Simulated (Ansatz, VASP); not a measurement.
## Two plane-wave programs on Zr3O

```
Zr O
1.0
     5.63620    0.00000    0.00000
    -2.81810    4.88109    0.00000
     0.00000    0.00000    5.17957
Zr O
6 2
Cartesian
  2.8181 3.2610 1.2949
  -1.4151 4.0711 3.8847
  1.4030 0.8100 1.2949
  0.0000 1.6201 3.8847
  4.2332 0.8100 1.2949
  1.4151 4.0711 3.8847
  0.0000 3.2541 1.2949
  2.8181 1.6270 3.8847
```

Alike in both runs: functional r2SCAN; k mesh 6 × 6 × 4; occupations gaussian, width 0.1 eV; no spin polarisation.

Ansatz relaxed the structure, and its values are those at the end. VASP's run is a single point on that final structure, the one shown.

|  | VASP | Ansatz |
| --- | --- | --- |
| version | VASP 6.6.1 | Ansatz 0.2.0 |
| potentials or method | VASP PAW PBE potentials, release 64 (Zr_sv, O), cutoff 520 eV | scalar-relativistic, plane waves, PAW |
| valence electrons in the cell | 84 | 84 |

Ansatz gave:

| Quantity | Value |
| --- | --- |
| gap on the k mesh at the Fermi level (eV) | none |
| pressure (GPa) | 0.0 |

Task: What did VASP give for the same quantities?

Result: gap on the k mesh at the Fermi level (eV): none; pressure (GPa): 0.1.

VASP's potentials were made for PBE, not for r2SCAN. A gap of «none» marks a metal or a gap that the smearing closes.
